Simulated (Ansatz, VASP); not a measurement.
**One calculation of C, two programs**

File INCAR:

```
PREC     = Accurate       # precision mode
ENCUT    = 1300           # plane-wave cutoff, eV
EDIFF    = 1E-6           # SCF threshold, eV
ISMEAR   = -1             # smearing method
SIGMA    = 0.1            # smearing width, eV
LREAL    = False          # projectors in reciprocal space
LASPH    = True           # aspherical terms in the spheres
NELM     = 120            # most SCF steps
ALGO     = Normal         # electronic algorithm
ISIF     = 2              # what is computed and relaxed
LWAVE    = False          # write WAVECAR
LCHARG   = True           # write CHGCAR
GGA      = CA             # functional
LELF     = True           # ELF
LVHAR    = True         
NBANDS   = 8              # bands
GGA_COMPAT= False
```

Contents of KPOINTS:

```
regular mesh
0
Gamma
  20 20 20
```

Contents of POSCAR:

```
C
1.0
    1.7443222539      0.0000000000      0.0000000000
    0.0000000000      1.7443222539      0.0000000000
    0.0000000000      0.0000000000      1.7443222539
C
1
Direct
    0.0000000000      0.0000000000      0.0000000000
```

Input for Ansatz:

```yaml
crystal:
  lattice:
    - [1.7443222539, 0.0, 0.0]
    - [0.0, 1.7443222539, 0.0]
    - [0.0, 0.0, 1.7443222539]
  atoms:
    - { symbol: C, position: [0.0, 0.0, 0.0] }
hamiltonian:
  xc: lda
  pseudopotentials:
    kind: paw
    azcp:
      C: "pseudopotentials/C.paw.azcp"
basis:
  ecutwfc: 420
  fft_grid_basis: typed
kpoints:
  mp_grid: { grid: [20, 20, 20], shift: [0, 0, 0] }
magnetization:
  spin_polarized: false
scf:
  occupations: { method: fermi_dirac, width: 0.1 }
  lower_state_search: "off"
output:
  stress: true
  write_density: true
  write_potential: true
  elf: true
  volumetric_format: npy
```

Alike in both runs: task single point; functional LDA; k mesh 20 × 20 × 20; occupations fermi-dirac, width 0.1 eV; no spin polarisation.

|  | VASP | Ansatz |
| --- | --- | --- |
| version | VASP 6.6.1 | Ansatz 0.2.0 |
| potentials or method | VASP PAW LDA potentials, release 64 (C_h), cutoff 1300 eV | plane waves (420 eV) with PAW, scalar-relativistic |
| valence electrons in the cell | 4 | 4 |

|  | VASP | Ansatz | Ansatz less VASP |
| --- | --- | --- | --- |
| pressure (GPa) | 3.3 | 2.7 | -0.61 |

Ansatz warns that its potentials were made for another functional, while VASP's fit it. LDA's correlation is that of Perdew and Zunger in VASP and of Perdew and Wang (1992) in Ansatz.
